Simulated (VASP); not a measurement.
# Rb2CdTe2O6 (P1) in VASP: single point with r2SCAN

Aim: the single point of Rb2CdTe2O6 with r2SCAN.

All numbers are computed with VASP 6.6.1; they aren't measurements. Logs are shortened: lines on timing, memory, paths and dates and some standing lists are left out, and cuts for length are marked.

### 1 The cell of the first run

The typed cell holds 11 atoms: a = 6.064 Å, b = 5.906 Å, c = 7.546 Å, α = 67.62°, β = 113.37°, γ = 119.73°.

### 2 Single point, r2SCAN

Input file POSCAR:

```
Rb2CdTe2O6
1.0
    6.0640410000      0.0604780000      0.0022760000
   -2.9796450000      5.0985390000     -0.0429130000
   -3.0119670000      1.6243560000      6.7253740000
Cd Rb Te O
1 2 2 6
Direct
    0.0034190000      0.0077030000      0.9998020000
    0.8026420000      0.1880590000      0.4116380000
    0.2030710000      0.8049950000      0.5921420000
    0.6284920000      0.3777280000      0.8814080000
    0.3727980000      0.6297680000      0.1208910000
    0.7427620000      0.2571460000      0.7732560000
    0.7486000000      0.7208020000      0.7749270000
    0.2796800000      0.2570130000      0.7674180000
    0.2585320000      0.7406980000      0.2277210000
    0.7161630000      0.7404420000      0.2268460000
    0.2561160000      0.2799600000      0.2306800000
```

Input file INCAR.step1:

```
SYSTEM = Rb2CdTe2O6
PREC     = Accurate       ! precision mode
ENCUT    = 520            ! plane-wave cutoff, eV
ISMEAR   = -5             ! smearing method
SIGMA    = 0.1            ! smearing width, eV
LREAL    = .False.        ! projectors in reciprocal space
LASPH    = .True.         ! aspherical terms in the spheres
NELM     = 100            ! most SCF steps
GGA      = PE             ! functional
ALGO     = Normal         ! electronic algorithm
EDIFF    = 1E-4           ! SCF threshold, eV
LWAVE    = .True.         ! write WAVECAR
LCHARG   = .False.        ! write CHGCAR
```

Input file INCAR.step2:

```
SYSTEM = Rb2CdTe2O6
PREC     = Accurate       ! precision mode
ENCUT    = 520            ! plane-wave cutoff, eV
EDIFF    = 1E-7           ! SCF threshold, eV
ISMEAR   = -1             ! smearing method
SIGMA    = 0.1            ! smearing width, eV
LREAL    = .False.        ! projectors in reciprocal space
LASPH    = .True.         ! aspherical terms in the spheres
NELM     = 100            ! most SCF steps
ALGO     = Normal         ! electronic algorithm
ISIF     = 2              ! what is computed and relaxed
LWAVE    = .False.        ! write WAVECAR
LCHARG   = .False.        ! write CHGCAR
METAGGA  = R2SCAN         ! meta-GGA
LMIXTAU  = .True.       
LORBIT   = 10             ! projections on sites
ISTART   = 1
```

Input file KPOINTS:

```
Automatic mesh
0
Gamma
  4 4 3
  0 0.5 0.5
```

Potentials or basis: VASP PAW PBE potentials, release 64 (Cd, Rb_sv, Te, O).

Command:

```
cat potpaw_PBE.64/Cd/POTCAR potpaw_PBE.64/Rb_sv/POTCAR potpaw_PBE.64/Te/POTCAR potpaw_PBE.64/O/POTCAR > POTCAR
cp INCAR.step1 INCAR
mpirun -np 1 vasp_std > vasp.out
cp INCAR.step2 INCAR
mpirun -np 1 vasp_std > vasp.out
```

OUTCAR:

```text
SYSTEM = Rb2CdTe2O6
   PREC = Accurate
   ENCUT = 520
   EDIFF = 1E-7
   ISMEAR = -1
   LREAL = .False.
   LASPH = .True.
   NELM = 100
   ISIF = 2
   METAGGA = R2SCAN
   LORBIT = 10
   ISTART = 1

 ion  position               nearest neighbor table
   1  0.003  0.008  1.000-  11 2.35   7 2.38   6 2.42   8 2.44  10 2.46   9 2.47   5 3.48   4 3.51
                             4 3.55   5 3.55   4 3.60   5 3.63   2 3.96   3 3.99   2 4.37   3 4.40
   2  0.803  0.188  0.412-   8 3.04   7 3.05   6 3.09  10 3.17   9 3.21  10 3.24  11 3.26  11 3.28
                             9 3.30   4 3.58   3 3.65   3 3.66   3 3.69   5 3.86   1 3.96   5 4.03
   3  0.203  0.805  0.592-  11 3.06   9 3.08  10 3.11   8 3.17   8 3.19   6 3.21   7 3.25   6 3.29
                             7 3.30   5 3.56   2 3.65   2 3.66   2 3.69   4 3.92   4 3.95   1 3.99
   4  0.628  0.378  0.881-   6 1.74   7 1.74   8 1.80   1 3.51   1 3.55   2 3.58   1 3.60   3 3.92
                             3 3.95   3 4.05   2 4.65   2 4.70   2 4.72
   5  0.373  0.630  0.121-   9 1.69  10 1.77  11 1.78   1 3.48   1 3.55   3 3.56   1 3.63   2 3.86
                             2 4.03   2 4.04   3 4.64   3 4.71   3 4.74
   6  0.743  0.257  0.773-   4 1.74   1 2.42   2 3.09   3 3.21   3 3.29
   7  0.749  0.721  0.775-   4 1.74   1 2.38   2 3.05   3 3.25   3 3.30
   8  0.280  0.257  0.767-   4 1.80   1 2.44   2 3.04   3 3.17   3 3.19
   9  0.259  0.741  0.228-   5 1.69   1 2.47   3 3.08   2 3.21   2 3.30
  10  0.716  0.740  0.227-   5 1.77   1 2.46   3 3.11   2 3.17   2 3.24
  11  0.256  0.280  0.231-   5 1.78   1 2.35   3 3.06   2 3.26   2 3.28

  LATTYP: Found a triclinic cell.
 ALAT       =     6.0643429997
 B/A-ratio  =     0.9738111816
 C/A-ratio  =     1.2494799455
 COS(alpha) =     0.0177128049
 COS(beta)  =     0.4053237277
 COS(gamma) =     0.4959197369

  Lattice vectors:

 A1 = (  -6.0640410000,  -0.0604780000,  -0.0022760000)
 A2 = (  -2.9796450000,   5.0985390000,  -0.0429130000)
 A3 = (  -3.0520740000,  -1.6848340000,  -6.7276500000)

Analysis of symmetry for initial positions (statically):
=====================================================================
 Subroutine PRICEL returns:
 Original cell was already a primitive cell.

 Routine SETGRP: Setting up the symmetry group for a
 triclinic supercell.

 Subroutine GETGRP returns: Found  1 space group operations
 (whereof  1 operations were pure point group operations)
 out of a pool of  2 trial point group operations.

The static configuration has the point symmetry C_1 .

Analysis of symmetry for dynamics (positions and initial velocities):
=====================================================================
 Subroutine PRICEL returns:
 Original cell was already a primitive cell.

 Routine SETGRP: Setting up the symmetry group for a
 triclinic supercell.

 Subroutine GETGRP returns: Found  1 space group operations
 (whereof  1 operations were pure point group operations)
 out of a pool of  2 trial point group operations.

The dynamic configuration has the point symmetry C_1 .

 Subroutine INISYM returns: Found  1 space group operations
 (whereof  1 operations are pure point group operations),
 and found     1 'primitive' translations

----------------------------------------------------------------------------------------

                                     Primitive cell

  volume of cell :     209.5998

  direct lattice vectors                    reciprocal lattice vectors
     6.064041000  0.060478000  0.002276000     0.163928044  0.096223747  0.050174792
    -2.979645000  5.098539000 -0.042913000    -0.001922903  0.194607992 -0.047864160
    -3.011967000  1.624356000  6.725374000    -0.000067746  0.001209183  0.148368226

  length of vectors
     6.064343000  5.905525022  7.545934870     0.196593293  0.200416930  0.148373168

  position of ions in fractional coordinates (direct lattice)
     0.003419000  0.007703000  0.999802000
     0.802642000  0.188059000  0.411638000
     0.203071000  0.804995000  0.592142000
     0.628492000  0.377728000  0.881408000
     0.372798000  0.629768000  0.120891000
     0.742762000  0.257146000  0.773256000
     0.748600000  0.720802000  0.774927000
     0.279680000  0.257013000  0.767418000
     0.258532000  0.740698000  0.227721000
     0.716163000  0.740442000  0.226846000
     0.256116000  0.279960000  0.230680000

  ion indices of the primitive-cell ions
[... 41 lines left out ...]
  0.000000  0.125000  0.166667      2.000000
  0.250000  0.125000  0.166667      2.000000
  0.500000  0.125000  0.166667      2.000000
 -0.250000  0.125000  0.166667      2.000000
  0.000000  0.375000  0.166667      2.000000
  0.250000  0.375000  0.166667      2.000000
[... 16 lines left out ...]
  0.500000  0.375000  0.500000      2.000000
 -0.250000  0.375000  0.500000      2.000000
   k-points           NKPTS =     24   k-points in BZ     NKDIM =     24   number of bands    NBANDS=     46
   number of dos      NEDOS =    301   number of ions     NIONS =     11
   total plane-waves  NPLWV = 129024
   dimension x,y,z NGX =    48 NGY =   48 NGZ =   56
   dimension x,y,z NGXF=    96 NGYF=   96 NGZF=  112
   ions per type =               1   2   2   6
   NGX,Y,Z   is equivalent  to a cutoff of  13.16, 13.51, 12.34 a.u.
   NGXF,Y,Z  is equivalent  to a cutoff of  26.32, 27.02, 24.67 a.u.
 SYSTEM =  Rb2CdTe2O6
   PREC   = accura    normal or accurate (medium, high low for compatibility)
   ISTART =      1    job   : 0-new  1-cont  2-samecut
   ICHARG =      0    charge: 1-file 2-atom 10-const
   ISPIN  =      1    spin polarized calculation?
   LNONCOLLINEAR =      F non collinear calculations
   LSORBIT =      F    spin-orbit coupling
   LASPH  =      T    aspherical Exc in radial PAW
   ENCUT  =  520.0 eV  38.22 Ry    6.18 a.u.  11.28 10.98 14.03*2*pi/ulx,y,z
   NELM   =    100;   NELMIN=  2; NELMDL=  0     # of ELM steps
   EDIFF  = 0.1E-06   stopping-criterion for ELM
   LREAL  =      F    real-space projection
   EDIFFG = 0.1E-05   stopping-criterion for IOM
   NSW    =      0    number of steps for IOM
   IBRION =     -1    ionic relax: 0-MD 1-quasi-New 2-CG
   NFREE  =      0    steps in history (QN), initial steepest desc. (CG)
   ISIF   =      2    stress and relaxation
   ISYM   =      2    0-nonsym 1-usesym 2-fastsym
   POTIM  = 0.5000    time-step for ionic-motion
   TEBEG  =    0.0;   TEEND  =   0.0 temperature during run
   PSTRESS=    0.0 pullay stress
   NELECT =      78.0000    total number of electrons
   NUPDOWN=      -1.0000    fix difference up-down
   EMIN   =  10.00;   EMAX   =-10.00  energy-range for DOS
   EFERMI =   0.00;   METHOD = LEGACY
   ISMEAR =    -1;   SIGMA  =   0.10  broadening in eV -4-tet -1-fermi 0-gaus
   EFERMI_NEDOS =   21; number of points for ismear=-14 and -15
   IALGO  =     38    algorithm
   IMIX   =      4    mixing-type and parameters
     AMIX     =   0.40;   BMIX     =  1.00
     AMIX_MAG =   1.60;   BMIX_MAG =  1.00
  volume/ion in A,a.u.               =      19.05       128.59
  Fermi-wavevector in a.u.,A,eV,Ry     =   1.177541  2.225230 18.865879  1.386603
  Thomas-Fermi vector in A             =   2.313886
   LORBIT       =     10    0 simple, 1 ext, 2 COOP (PROOUT), +10 PAW based schemes
   METAGGA = R2SCAN    functional components
   LHFCALC =     F    Hartree Fock is set to
   AEXX    =    0.0000 exact exchange contribution
   IVDW    =     0    specifies the selected vdW correction
   LEPSILON=     F    determine dielectric tensor
   LRPA    =     F    only Hartree local field effects (RPA)
 non-spin polarized calculation
  energy-cutoff  :      520.00
  volume of cell :      209.60
 maximum number of plane-waves:      5657
 NGX is ok and might be reduce to    48
   NGX = 23   NGY = 21   NGZ = 29

 number of electron      77.9999994 magnetization

 Free energy of the ion-electron system (eV)
  ---------------------------------------------------
  ext. energy  EPLUGINS =         0.00000000
  ---------------------------------------------------
  free energy    TOTEN  =      -148.90562363 eV

  energy without entropy =     -148.90562362  energy(sigma->0) =     -148.90562362

 E-fermi :   3.2496     XC(G=0):  -9.5822

 val. band max:        1.2432019676   @ k =   0.2500   0.3750   0.1667
 cond. band min:       5.0742702928   @ k =   0.0000   0.1250   0.1667
 fundamental gap:      3.8310683252
 Fermi energy:         3.2496432653

 k-point     1 :       0.0000    0.1250    0.1667
  band No.  band energies     occupation
      1     -24.6090      2.00000
      2     -24.5066      2.00000
      3     -19.3358      2.00000
      4     -19.1247      2.00000
      5     -17.2189      2.00000
      6     -17.1682      2.00000
[... 1165 lines left out ...]
     45       8.6585      0.00000
     46       8.9549      0.00000

------------------------ aborting loop because EDIFF is reached ----------------------------------------

  FORCE on cell =-STRESS in cart. coord.  units (eV):
  Direction    XX          YY          ZZ          XY          YZ          ZX
  --------------------------------------------------------------------------------------
  -------------------------------------------------------------------------------------
  Total       18.2238863     17.3531179      7.2305071     -4.4786785      0.9800991     -3.7893317
  in kB      139.3030696    132.6469314     55.2698702    -34.2349404      7.4918605    -28.9655857
  external PRESSURE =     109.0732904 kB  Pullay stress =       0.0000000 kB

 VOLUME and BASIS-vectors are now :
 -----------------------------------------------------------------------------
  energy-cutoff  :      520.00
  volume of cell :      209.60
      direct lattice vectors                 reciprocal lattice vectors
     6.064041000  0.060478000  0.002276000     0.163928044  0.096223747  0.050174792
    -2.979645000  5.098539000 -0.042913000    -0.001922903  0.194607992 -0.047864160
    -3.011967000  1.624356000  6.725374000    -0.000067746  0.001209183  0.148368226

 POSITION                                       TOTAL-FORCE (eV/Angst)
 -----------------------------------------------------------------------------------
     -3.01359      1.66352      6.72372        -0.030208     -0.013294      0.015375
      3.06706      1.67601      2.76218        -0.022588      0.066600      0.296543
     -2.95068      5.07843      3.94829        -0.018928      0.002912     -0.335377
      0.03093      3.39559      5.91302        -2.105576     -1.196377      6.119018
      0.02006      3.42981      0.78686         3.469238     -2.332870     -7.519011
      1.40891      2.61203      5.19109         4.242854     -2.433897     -2.284090
      0.05775      4.97907      5.18245         0.024073      4.793363     -2.278706
     -1.38125      2.57387      5.15078        -2.177416     -1.225031     -1.163357
     -1.32516      4.16201      1.50031        -6.667420      3.870099      3.778403
      1.45333      4.18696      1.49548         3.296345      2.002466      1.826104
      0.02412      1.81758      1.53998        -0.010373     -3.533972      1.545099
 -----------------------------------------------------------------------------------
    total drift:                               -0.000556     -0.000039     -0.001655

  FREE ENERGIE OF THE ION-ELECTRON SYSTEM (eV)
  ---------------------------------------------------
  free  energy   TOTEN  =      -148.9056236283 eV

  energy  without entropy=     -148.9056236167  energy(sigma->0) =     -148.90562362

 total charge

# of ion       s       p       d       tot
------------------------------------------
    1        0.255   0.186   9.661  10.101
    2        1.939   5.411   0.019   7.369
    3        1.939   5.411   0.019   7.369
    4        1.345   1.886   0.434   3.665
    5        1.344   1.922   0.462   3.728
    6        1.585   3.526   0.000   5.111
    7        1.585   3.526   0.000   5.111
    8        1.582   3.483   0.000   5.065
    9        1.588   3.566   0.000   5.153
   10        1.583   3.506   0.000   5.089
   11        1.583   3.505   0.000   5.087
--------------------------------------------------
tot         16.328  35.925  10.595  62.848
```

It took 14 min on 1 thread of Intel Xeon Platinum 8559C (Emerald Rapids), shared host; peak memory 0.49 GiB.

Results:

- Free energy: -148.9056 eV
- Pressure: 10.9 GPa
- Largest force: 8.603 eV/Å
- Band gap on the k mesh: 3.83 eV (least direct gap 4.00 eV)
- Valence electrons inside the program's atomic spheres: Cd 10.10; Rb 7.37; Te 3.67, 3.73; O 5.11, 5.07, 5.15, 5.09 (each value once)

Forces on the atoms (eV/Å):
```
Cd  -0.030 -0.013  0.015
Rb  -0.023  0.067  0.297
Rb  -0.019  0.003 -0.335
Te  -2.106 -1.196  6.119
Te   3.469 -2.333 -7.519
O    4.243 -2.434 -2.284
O    0.024  4.793 -2.279
O   -2.177 -1.225 -1.163
O   -6.667  3.870  3.778
O    3.296  2.002  1.826
O   -0.010 -3.534  1.545
```

Caveat: the stress differs along the axes, from 6 to 14 GPa; the PAW data sets were made with another functional, which shifts forces and pressure a little; spin-orbit coupling is left out, which moves the levels of the heavy elements; a shifted mesh leaves out Γ, where band edges can lie. A k mesh can miss the band edges.
